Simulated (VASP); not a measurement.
# Ca (I4/mmm) in VASP: notebook

Ca is run at these levels: LDA; tasks: single point.

Program: VASP 6.6.1. These are calculated values, not measurements. Logs are shortened: lines on timing, memory, paths and dates and some standing lists are left out, and cuts for length are marked.

### Step 1. The cell of the first run

The structure is tetragonal, space group I4/mmm (No. 139). The conventional cell has a = 4.293 Å, b = 4.293 Å, c = 4.735 Å, α = 90.00°, β = 90.00°, γ = 90.00°. Ca (site symmetry 4/mmm) has 14 Ca at 3.85 to 4.74 Å within 5.1 Å.

### Step 2. Single point, LDA

Contents of INCAR:

```
SYSTEM = Ca
  PREC = Accurate
  ENCUT = 520
  EDIFF = 1E-6
  ISMEAR = 0
  SIGMA = 0.15
  LREAL = .False.
  LASPH = .True.
  NELM = 80
  ALGO = Fast
  ISIF = 2
  LWAVE = .False.
  LCHARG = .True.
  GGA = CA
  LELF = .True.
  LVHAR = .True.
  NBANDS = 11
```

Contents of KPOINTS:

```
regular mesh
0
Gamma
  16 16 16
  0 0 0
```

Contents of POSCAR:

```
Ca
1.0
    0.0000000000      3.0354700633      2.3676666494
    3.0354700633      0.0000000000      2.3676666494
    3.0354700633      3.0354700633      0.0000000000
Ca
1
Direct
    0.0000000000      0.0000000000      0.0000000000
```

Potentials or basis: VASP PAW LDA potentials, release 64 (Ca_sv).

Run with:

```bash
$ cat potpaw_LDA.64/Ca_sv/POTCAR > POTCAR
$ mpirun -np 1 vasp_std > vasp.out
```

OUTCAR:

```text
SYSTEM = Ca
   PREC = Accurate
   ENCUT = 520
   EDIFF = 1E-6
   ISMEAR = 0
   LREAL = .False.
   LASPH = .True.
   NELM = 80
   ISIF = 2
   GGA = CA

 ion  position               nearest neighbor table
   1  0.000  0.000  0.000-

  LATTYP: Found a body centered tetragonal cell.
 ALAT       =     4.2928029317
 C/A-ratio  =     1.1030865787

  Lattice vectors:

 A1 = (   0.0000000000,  -3.0354700633,  -2.3676666494)
 A2 = (   0.0000000000,   3.0354700633,  -2.3676666494)
 A3 = (   3.0354700633,   0.0000000000,   2.3676666494)

Analysis of symmetry for initial positions (statically):
=====================================================================
 Subroutine PRICEL returns:
 Original cell was already a primitive cell.

 Routine SETGRP: Setting up the symmetry group for a
 body centered tetragonal supercell.

 Subroutine GETGRP returns: Found 16 space group operations
 (whereof 16 operations were pure point group operations)
 out of a pool of 16 trial point group operations.

The static configuration has the point symmetry D_4h.

Analysis of symmetry for dynamics (positions and initial velocities):
=====================================================================
 Subroutine PRICEL returns:
 Original cell was already a primitive cell.

 Routine SETGRP: Setting up the symmetry group for a
 body centered tetragonal supercell.

 Subroutine GETGRP returns: Found 16 space group operations
 (whereof 16 operations were pure point group operations)
 out of a pool of 16 trial point group operations.

The dynamic configuration has the point symmetry D_4h.

 Subroutine INISYM returns: Found 16 space group operations
 (whereof 16 operations are pure point group operations),
 and found     1 'primitive' translations

----------------------------------------------------------------------------------------

                                     Primitive cell

  volume of cell :      43.6317

  direct lattice vectors                    reciprocal lattice vectors
     0.000000000  3.035470063  2.367666649    -0.164719134  0.164719134  0.211178377
     3.035470063  0.000000000  2.367666649     0.164719134 -0.164719134  0.211178377
     3.035470063  3.035470063  0.000000000     0.164719134  0.164719134 -0.211178377

  length of vectors
     3.849665423  3.849665423  4.292802932     0.314421839  0.314421839  0.314421839

  position of ions in fractional coordinates (direct lattice)
     0.000000000  0.000000000  0.000000000

  ion indices of the primitive-cell ions
   primitive index   ion index
                 1           1

----------------------------------------------------------------------------------------

 KPOINTS: regular mesh

Automatic generation of k-mesh.
 Grid dimensions read from file:
 generate k-points for:   16   16   16

 Generating k-lattice:

  Cartesian coordinates                     Fractional coordinates (reciprocal lattice)
    -0.010294946  0.010294946  0.013198649     0.062500000  0.000000000  0.000000000
     0.010294946 -0.010294946  0.013198649     0.000000000  0.062500000  0.000000000
     0.010294946  0.010294946 -0.013198649    -0.000000000 -0.000000000  0.062500000

  Length of vectors
     0.019651365  0.019651365  0.019651365

  Shift w.r.t. Gamma in fractional coordinates (k-lattice)
     0.000000000  0.000000000  0.000000000

 Subroutine IBZKPT returns following result:
 ===========================================

 Found    349 irreducible k-points:

 Following reciprocal coordinates:
            Coordinates               Weight
  0.000000  0.000000  0.000000      1.000000
  0.062500  0.000000  0.000000      8.000000
  0.125000  0.000000  0.000000      8.000000
  0.187500  0.000000  0.000000      8.000000
  0.250000  0.000000  0.000000      8.000000
  0.312500  0.000000  0.000000      8.000000
[... 16 lines left out ...]
 -0.125000  0.062500  0.000000      8.000000
 -0.062500  0.062500  0.000000      4.000000
 [... further k-points ...]
   k-points           NKPTS =    349   k-points in BZ     NKDIM =    349   number of bands    NBANDS=     11
   number of dos      NEDOS =    301   number of ions     NIONS =      1
   total plane-waves  NPLWV =  28800
   dimension x,y,z NGX =    30 NGY =   30 NGZ =   32
   dimension x,y,z NGXF=    60 NGYF=   60 NGZF=   64
   ions per type =               1
   NGX,Y,Z   is equivalent  to a cutoff of  12.96, 12.96, 12.39 a.u.
   NGXF,Y,Z  is equivalent  to a cutoff of  25.91, 25.91, 24.79 a.u.
 SYSTEM =  Ca
   PREC   = accura    normal or accurate (medium, high low for compatibility)
   ISTART =      0    job   : 0-new  1-cont  2-samecut
   ICHARG =      2    charge: 1-file 2-atom 10-const
   ISPIN  =      1    spin polarized calculation?
   LNONCOLLINEAR =      F non collinear calculations
   LSORBIT =      F    spin-orbit coupling
   LASPH  =      T    aspherical Exc in radial PAW
   ENCUT  =  520.0 eV  38.22 Ry    6.18 a.u.   7.16  7.16  7.98*2*pi/ulx,y,z
   NELM   =     80;   NELMIN=  2; NELMDL= -5     # of ELM steps
   EDIFF  = 0.1E-05   stopping-criterion for ELM
   LREAL  =      F    real-space projection
   EDIFFG = 0.1E-04   stopping-criterion for IOM
   NSW    =      0    number of steps for IOM
   IBRION =     -1    ionic relax: 0-MD 1-quasi-New 2-CG
   NFREE  =      0    steps in history (QN), initial steepest desc. (CG)
   ISIF   =      2    stress and relaxation
   ISYM   =      2    0-nonsym 1-usesym 2-fastsym
   POTIM  = 0.5000    time-step for ionic-motion
   TEBEG  =    0.0;   TEEND  =   0.0 temperature during run
   PSTRESS=    0.0 pullay stress
   NELECT =      10.0000    total number of electrons
   NUPDOWN=      -1.0000    fix difference up-down
   EMIN   =  10.00;   EMAX   =-10.00  energy-range for DOS
   EFERMI =   0.00;   METHOD = LEGACY
   ISMEAR =     0;   SIGMA  =   0.15  broadening in eV -4-tet -1-fermi 0-gaus
   EFERMI_NEDOS =   21; number of points for ismear=-14 and -15
   IALGO  =     68    algorithm
   IMIX   =      4    mixing-type and parameters
     AMIX     =   0.40;   BMIX     =  1.00
     AMIX_MAG =   1.60;   BMIX_MAG =  1.00
  volume/ion in A,a.u.               =      43.63       294.44
  Fermi-wavevector in a.u.,A,eV,Ry     =   1.001861  1.893242 13.656506  1.003725
  Thomas-Fermi vector in A             =   2.134310
   LORBIT       =      0    0 simple, 1 ext, 2 COOP (PROOUT), +10 PAW based schemes
   GGA     = CA    functional components
   LHFCALC =     F    Hartree Fock is set to
   AEXX    =    0.0000 exact exchange contribution
   IVDW    =     0    specifies the selected vdW correction
   LEPSILON=     F    determine dielectric tensor
   LRPA    =     F    only Hartree local field effects (RPA)
 non-spin polarized calculation
 RMM-DIIS sequential band-by-band and
 Gauss-broadening in eV      SIGMA  =   0.15
  energy-cutoff  :      520.00
  volume of cell :       43.63
 maximum number of plane-waves:      1196
 NGX is ok and might be reduce to    30

 number of electron      10.0000000 magnetization

 Free energy of the ion-electron system (eV)
  ---------------------------------------------------
  ext. energy  EPLUGINS =         0.00000000
  ---------------------------------------------------
  free energy    TOTEN  =        -2.16003992 eV

  energy without entropy =       -2.14342338  energy(sigma->0) =       -2.15173165

 E-fermi :   1.6978     XC(G=0):  -7.8564

 val. band max:        1.6947894944   @ k =  -0.3750   0.0625   0.2500
 cond. band min:       1.6988858822   @ k =  -0.3750  -0.0000   0.3125
 fundamental gap:      0.0040963878
 Fermi energy:         1.6978050370

 k-point     1 :       0.0000    0.0000    0.0000
  band No.  band energies     occupation
      1     -39.9873      2.00000
      2     -21.2022      2.00000
      3     -21.2022      2.00000
      4     -21.1924      2.00000
      5      -2.3013      2.00000
      6       3.7120      0.00000
      7       3.7120      0.00000
      8       4.1030      0.00000
      9       4.5658      0.00000
     10       5.0450      0.00000
     11      11.2799      0.00000

 k-point     2 :       0.0625    0.0000    0.0000
  band No.  band energies     occupation
      1     -39.9868      2.00000
      2     -21.2054      2.00000
      3     -21.2037      2.00000
      4     -21.1942      2.00000
      5      -2.2339      2.00000
      6       3.6904      0.00000
      7       3.7222      0.00000
      8       4.1056      0.00000
      9       4.5360      0.00000
     10       5.0236      0.00000
     11      11.3012      0.00000

 k-point     3 :       0.1250    0.0000    0.0000
  band No.  band energies     occupation
      1     -39.9853      2.00000
      2     -21.2181      2.00000
      3     -21.2079      2.00000
      4     -21.1958      2.00000
      5      -2.0345      2.00000
      6       3.5971      0.00000
      7       3.7046      0.00000
      8       4.1684      0.00000
      9       4.4800      0.00000
     10       4.9788      0.00000
     11      11.0244      0.00000

 k-point     4 :       0.1875    0.0000    0.0000
  band No.  band energies     occupation
      1     -39.9832      2.00000
      2     -21.2389      2.00000
      3     -21.2142      2.00000
      4     -21.1963      2.00000
      5      -1.7107      2.00000
      6       3.3859      0.00000
      7       3.6074      0.00000
      8       4.3579      0.00000
      9       4.4644      0.00000
     10       4.9437      0.00000
     11      10.0745      0.00000
[... 239 lines left out ...]
 k-point    22 :      -0.1875    0.0625    0.0000
  band No.  band energies     occupation
      1     -39.9825      2.00000
      2     -21.2416      2.00000
      3     -21.2155      2.00000
      4     -21.2009      2.00000
      5      -1.6090      2.00000
      6       3.3584      0.00000
      7       3.6660      0.00000
      8       4.2841      0.00000
      9       4.3807      0.00000
     10       4.9969      0.00000
     11      10.0278      0.00000

 k-point    23 :      -0.1250    0.0625    0.0000
  band No.  band energies     occupation
      1     -39.9847      2.00000
      2     -21.2214      2.00000
      3     -21.2092      2.00000
      4     -21.1995      2.00000
      5      -1.9427      2.00000
      6       3.5529      0.00000
      7       3.7867      0.00000
      8       4.0741      0.00000
      9       4.4789      0.00000
     10       4.9597      0.00000
     11      11.0235      0.00000

 k-point    24 :      -0.0625    0.0625    0.0000
  band No.  band energies     occupation
      1     -39.9862      2.00000
      2     -21.2096      2.00000
      3     -21.2051      2.00000
      4     -21.1962      2.00000
      5      -2.1538      2.00000
      6       3.6465      0.00000
      7       3.7762      0.00000
      8       4.0492      0.00000
      9       4.5618      0.00000
     10       4.9720      0.00000
     11      11.4731      0.00000

 [... further k-points ...]
[... 5 lines left out ...]
  --------------------------------------------------------------------------------------
  -------------------------------------------------------------------------------------
  Total       -0.6076712     -0.6076712     -0.5456688      0.0000000      0.0000000      0.0000000
  in kB      -22.3139681    -22.3139681    -20.0372108      0.0000000      0.0000000      0.0000000
  external PRESSURE =     -21.5550490 kB  Pullay stress =       0.0000000 kB

 VOLUME and BASIS-vectors are now :
 -----------------------------------------------------------------------------
  energy-cutoff  :      520.00
  volume of cell :       43.63
      direct lattice vectors                 reciprocal lattice vectors
     0.000000000  3.035470063  2.367666649    -0.164719134  0.164719134  0.211178377
     3.035470063  0.000000000  2.367666649     0.164719134 -0.164719134  0.211178377
     3.035470063  3.035470063  0.000000000     0.164719134  0.164719134 -0.211178377

 POSITION                                       TOTAL-FORCE (eV/Angst)
 -----------------------------------------------------------------------------------
      0.00000      0.00000      0.00000         0.000000      0.000000      0.000000
 -----------------------------------------------------------------------------------
    total drift:                                0.000000      0.000000      0.000000

  FREE ENERGIE OF THE ION-ELECTRON SYSTEM (eV)
  ---------------------------------------------------
  free  energy   TOTEN  =        -2.1600399218 eV

  energy  without entropy=       -2.1434233783  energy(sigma->0) =       -2.15173165
```

Run time: 4.3 min. Hardware: 1 thread of AMD EPYC 7R13, shared host; peak memory 0.25 GiB.

Results:

- Free energy: -2.1600 eV
- Pressure: -2.2 GPa
- Band gap on the k mesh: zero (band 5 reaches 1.96 eV, above the bottom of band 6 at 1.62 eV)

Levels at points of the mesh, in eV from the Fermi level:
```csv
k point,band 2,band 3,band 4,band 5,band 6,band 7,band 8,band 9
"(0.00, 0.00, 0.00)",-22.90,-22.90,-22.89,-4.00,2.01,2.01,2.41,2.87
"(0.50, 0.00, 0.00)",-23.03,-22.94,-22.89,-0.99,-0.08,1.41,2.77,3.45
"(0.50, 0.50, 0.00)",-23.00,-22.98,-22.98,-0.07,0.15,2.82,3.84,3.95
"(0.50, 0.00, 0.50)",-23.03,-22.94,-22.91,-0.79,0.23,0.90,3.35,3.54
```

### Step 3. Single point, LDA

This run uses another cell than the first one, of the same volume but with other edges.

Contents of INCAR:

```
SYSTEM = Ca
ALGO = Fast
EDIFF = 1E-7
ENCUT = 520
GGA = CA
ISIF = 2
ISMEAR = 0
LASPH = .True.
LCHARG = .True.
LELF = .True.
LREAL = .False.
LVHAR = .True.
LWAVE = .False.
NBANDS = 11
NELM = 80
PREC = Accurate
SIGMA = 0.15
```

Contents of KPOINTS:

```
k-points
0
Gamma
  16 16 16
  0 0 0
```

Contents of POSCAR:

```
Ca
1.0
    0.0000000000      2.5602146059      3.3282789877
    2.5602146059      0.0000000000      3.3282789877
    2.5602146059      2.5602146059      0.0000000000
Ca
1
Direct
    0.0000000000      0.0000000000      0.0000000000
```

Potentials or basis: VASP PAW LDA potentials, release 64 (Ca_sv).

Run with:

```bash
$ cat potpaw_LDA.64/Ca_sv/POTCAR > POTCAR
$ mpirun -np 1 vasp_std > vasp.out
```

OUTCAR:

```text
SYSTEM = Ca
   EDIFF = 1E-7
   ENCUT = 520
   GGA = CA
   ISIF = 2
   ISMEAR = 0
   LASPH = .True.
   LREAL = .False.
   NELM = 80
   PREC = Accurate

 ion  position               nearest neighbor table
   1  0.000  0.000  0.000-

  LATTYP: Found a body centered tetragonal cell.
 ALAT       =     3.6206902182
 C/A-ratio  =     1.8384776311

  Lattice vectors:

 A1 = (  -2.5602146059,   0.0000000000,   3.3282789877)
 A2 = (   2.5602146059,   0.0000000000,   3.3282789877)
 A3 = (   0.0000000000,   2.5602146059,  -3.3282789877)

Analysis of symmetry for initial positions (statically):
=====================================================================
 Subroutine PRICEL returns:
 Original cell was already a primitive cell.

 Routine SETGRP: Setting up the symmetry group for a
 body centered tetragonal supercell.

 Subroutine GETGRP returns: Found 16 space group operations
 (whereof 16 operations were pure point group operations)
 out of a pool of 16 trial point group operations.

The static configuration has the point symmetry D_4h.

Analysis of symmetry for dynamics (positions and initial velocities):
=====================================================================
 Subroutine PRICEL returns:
 Original cell was already a primitive cell.

 Routine SETGRP: Setting up the symmetry group for a
 body centered tetragonal supercell.

 Subroutine GETGRP returns: Found 16 space group operations
 (whereof 16 operations were pure point group operations)
 out of a pool of 16 trial point group operations.

The dynamic configuration has the point symmetry D_4h.

 Subroutine INISYM returns: Found 16 space group operations
 (whereof 16 operations are pure point group operations),
 and found     1 'primitive' translations

----------------------------------------------------------------------------------------

[... 109 lines left out ...]
     AMIX     =   0.40;   BMIX     =  1.00
     AMIX_MAG =   1.60;   BMIX_MAG =  1.00
  volume/ion in A,a.u.               =      43.63       294.44
  Fermi-wavevector in a.u.,A,eV,Ry     =   1.001861  1.893242 13.656506  1.003725
  Thomas-Fermi vector in A             =   2.134310
   LORBIT       =      0    0 simple, 1 ext, 2 COOP (PROOUT), +10 PAW based schemes
   GGA     = CA    functional components
   LHFCALC =     F    Hartree Fock is set to
   AEXX    =    0.0000 exact exchange contribution
   IVDW    =     0    specifies the selected vdW correction
   LEPSILON=     F    determine dielectric tensor
   LRPA    =     F    only Hartree local field effects (RPA)
 non-spin polarized calculation
 RMM-DIIS sequential band-by-band and
 Gauss-broadening in eV      SIGMA  =   0.15
  energy-cutoff  :      520.00
  volume of cell :       43.63
 maximum number of plane-waves:      1209
   NGX = 15   NGY = 15   NGZ = 13

 number of electron      10.0000000 magnetization

 Free energy of the ion-electron system (eV)
  ---------------------------------------------------
  ext. energy  EPLUGINS =         0.00000000
  ---------------------------------------------------
  free energy    TOTEN  =        -2.09340334 eV

  energy without entropy =       -2.07635298  energy(sigma->0) =       -2.08487816

 E-fermi :   1.6363     XC(G=0):  -7.8510

 val. band max:        1.6349566955   @ k =   0.5000   0.4375   0.0625
 cond. band min:       1.6376418941   @ k =  -0.3125   0.1875   0.3750
 fundamental gap:      0.0026851986
 Fermi energy:         1.6362531337

 k-point     1 :       0.0000    0.0000    0.0000
  band No.  band energies     occupation
      1     -40.0228      2.00000
      2     -21.2457      2.00000
      3     -21.2180      2.00000
      4     -21.2180      2.00000
      5      -2.2926      2.00000
      6       3.0734      0.00000
      7       3.7743      0.00000
      8       4.3849      0.00000
      9       4.3849      0.00000
     10       5.4652      0.00000
     11      10.9106      0.00000
[... 309 lines left out ...]
 k-point    24 :      -0.0625    0.0625    0.0000
  band No.  band energies     occupation
      1     -40.0206      2.00000
      2     -21.2463      2.00000
      3     -21.2426      2.00000
      4     -21.2165      2.00000
      5      -2.0847      2.00000
      6       3.1639      0.00000
      7       3.8828      0.00000
      8       4.0679      0.00000
      9       4.4481      0.00000
     10       5.2960      0.00000
     11      11.1423      0.00000

 [... further k-points ...]
[... 5 lines left out ...]
  --------------------------------------------------------------------------------------
  -------------------------------------------------------------------------------------
  Total       -0.2298850     -0.2298850     -1.2521413      0.0000000      0.0000000      0.0000000
  in kB       -8.4414821     -8.4414821    -45.9792043      0.0000000      0.0000000      0.0000000
  external PRESSURE =     -20.9540562 kB  Pullay stress =       0.0000000 kB

 VOLUME and BASIS-vectors are now :
 -----------------------------------------------------------------------------
  energy-cutoff  :      520.00
  volume of cell :       43.63
      direct lattice vectors                 reciprocal lattice vectors
     0.000000000  2.560214606  3.328278988    -0.195296128  0.195296128  0.150227791
     2.560214606  0.000000000  3.328278988     0.195296128 -0.195296128  0.150227791
     2.560214606  2.560214606  0.000000000     0.195296128  0.195296128 -0.150227791

 POSITION                                       TOTAL-FORCE (eV/Angst)
 -----------------------------------------------------------------------------------
      0.00000      0.00000      0.00000         0.000000     -0.000000      0.000000
 -----------------------------------------------------------------------------------
    total drift:                               -0.000000     -0.000000     -0.000000

  FREE ENERGIE OF THE ION-ELECTRON SYSTEM (eV)
  ---------------------------------------------------
  free  energy   TOTEN  =        -2.0934033390 eV

  energy  without entropy=       -2.0763529814  energy(sigma->0) =       -2.08487816
```

Wall time 4.5 min (1 thread of AMD EPYC 7R13, shared host); peak memory 0.25 GiB.

What came out:

* Free energy: -2.0934 eV
* Pressure: -2.1 GPa
* Band gap on the k mesh: zero (band 5 reaches 1.83 eV, above the bottom of band 6 at 1.35 eV)

(Part 1 of 2 ends here.)
